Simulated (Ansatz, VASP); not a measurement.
# One calculation of Re, two programs

The input INCAR:

```
SYSTEM = Re
PREC = Accurate
ENCUT = 520
EDIFF = 1E-6
ISMEAR = 0
SIGMA = 0.15
LREAL = .False.
LASPH = .True.
NELM = 100
ALGO = Fast
ISIF = 2
LWAVE = .False.
LCHARG = .False.
GGA = PE
NBANDS = 14
```

The input KPOINTS:

```
Automatic mesh
0
Gamma
  18 18 10
  0 0 0
```

The input POSCAR:

```
Re
1.0
    2.7748241524      0.0000000000      0.0000000000
   -1.3874120762      2.4030682070     -0.2643375028
    0.0000000000     -0.4932646191      4.4842238099
Re
2
Direct
    0.3333333333      0.6666666667      0.2500000000
    0.6666666667      0.3333333333      0.7500000000
```

Input for Ansatz:

```yaml
crystal:
  lattice:
    - [2.7748241524, 0.0, 0.0]
    - [-1.3874120762, 2.403068207, -0.2643375028]
    - [0.0, -0.4932646191, 4.4842238099]
  atoms:
    - { symbol: Re, position: [0.3333333333, 0.6666666667, 0.25] }
    - { symbol: Re, position: [0.6666666667, 0.3333333333, 0.75] }
basis:
  ecutwfc: 420
kpoints:
  mp_grid: { grid: [18, 18, 10] }
hamiltonian:
  xc: pbe
  pseudopotentials: { kind: paw }
scf:
  occupations: { method: gaussian, width: 0.15 }
output:
  forces: true
  stress: true
  eigenvalues: true
```

Change from the starting cell: engineering shear strain xz +0.0000, engineering shear strain yz -0.2200.

Alike in both runs: task single point; functional PBE; k mesh 18 × 18 × 10; occupations gaussian, width 0.15 eV; no spin polarisation.

|  | VASP | Ansatz |
| --- | --- | --- |
| version | VASP 6.6.1 | Ansatz 0.2.0 |
| potentials or method | VASP PAW PBE potentials, release 64 (Re), cutoff 520 eV | scalar-relativistic, plane waves, PAW |
| valence electrons in the cell | 14 | 30 |

```csv
,VASP,Ansatz,Ansatz less VASP
gap on the k mesh at the Fermi level (eV),none,none,-
pressure (GPa),12.5,13.0,+0.54
"traceless stress, the component that is largest in VASP (GPa)",26.17,26.92,+0.741
rms of the force components (eV/Å),0.438,0.474,+0.0357
```

Atom by atom the forces differ by 0.038 eV/Å (rms over components). A gap of «none» marks a metal or a gap that the smearing closes. VASP's potentials hold 14 valence electrons a cell and Ansatz's 30, so a difference there can come from the potentials and not from the codes.

Spin-orbit coupling is off throughout.
